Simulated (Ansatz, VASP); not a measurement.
One calculation of Ge2Sb, two programs

```
Ge Sb
1.0
     5.62673    0.00000    0.00000
     0.00000    6.99122    0.00000
     0.00000    0.00000    3.99433
Ge Sb
4 2
Direct
  0.32775 0.88350 0.50000
  0.82775 0.61650 0.00000
  0.67225 0.11650 0.50000
  0.17225 0.38350 0.00000
  0.50000 0.50000 0.50000
  0.00000 0.00000 0.00000
```

Alike in both runs: functional PBE; k mesh 8 × 6 × 10; occupations gaussian, width 0.1 eV; no spin polarisation.

Ansatz relaxed the structure, and its values are those at the end. VASP's run is a single point on that final structure, the one shown.

|  | VASP | Ansatz |
| --- | --- | --- |
| version | VASP 6.6.1 | Ansatz 0.2.0 |
| potentials or method | VASP PAW PBE potentials, release 64 (Ge_d, Sb), cutoff 520 eV | scalar-relativistic, plane waves, PAW |
| valence electrons in the cell | 66 | 86 |

|  | VASP | Ansatz | Ansatz less VASP |
| --- | --- | --- | --- |
| gap on the k mesh at the Fermi level (eV) | none | none | - |
| pressure (GPa) | 0.0 | 0.0 | -0.01 |

A gap of «none» marks a metal or a gap that the smearing closes. VASP's potentials hold 66 valence electrons a cell and Ansatz's 86, so a difference there can come from the potentials and not from the codes.

Spin-orbit coupling is off throughout.
